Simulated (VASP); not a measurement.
A run of VASP 6.6.1:

File INCAR:

```
PREC = Accurate
ENCUT = 880
EDIFF = 1E-6
ISMEAR = 0
SIGMA = 0.1
LREAL = False
LASPH = True
NELM = 200
ALGO = Normal
ISIF = 2
LWAVE = False
LCHARG = False
ISPIN = 2
MAGMOM = 0 1 0 0
LORBIT = 11
LMAXMIX = 4
GGA = PE
NBANDS = 26
GGA_COMPAT = False
```

Contents of KPOINTS:

```
regular mesh
0
Gamma
  6 6 4
```

File POSCAR:

```
LiTaO2
1.0
    3.6936345969      0.0000000000      0.0000000000
   -1.8468172985      3.1987813932      0.0000000000
    0.0000000000      0.0000000000      5.7103624863
Li Ta O
1 1 2
Direct
    0.0000000000      0.0000000000      0.5000000000
    0.0000000000      0.0000000000      0.0000000000
    0.3333333333      0.6666666667      0.0000000000
    0.6666666667      0.3333333333      0.0000000000
```

Potentials or basis: VASP PAW PBE potentials, release 64 (Li_sv, Ta_sv_GW, O).

The run is started by

```bash
$ cat potpaw_PBE.64/Li_sv/POTCAR potpaw_PBE.64/Ta_sv_GW/POTCAR potpaw_PBE.64/O/POTCAR > POTCAR
$ mpirun -np 1 vasp_std > vasp.out
```

Hardware: 1 thread of Intel(R) Xeon(R) Platinum 8259CL CPU @ 2.50GHz (Skylake/Cascade Lake) (shared host).

Estimate the wall time of this run.

Wall time 2.8 min on 1 thread of Intel(R) Xeon(R) Platinum 8259CL CPU @ 2.50GHz (Skylake/Cascade Lake), with other jobs on the host, peak memory 0.39 GiB. Counts: scf iterations 21, k points 21.
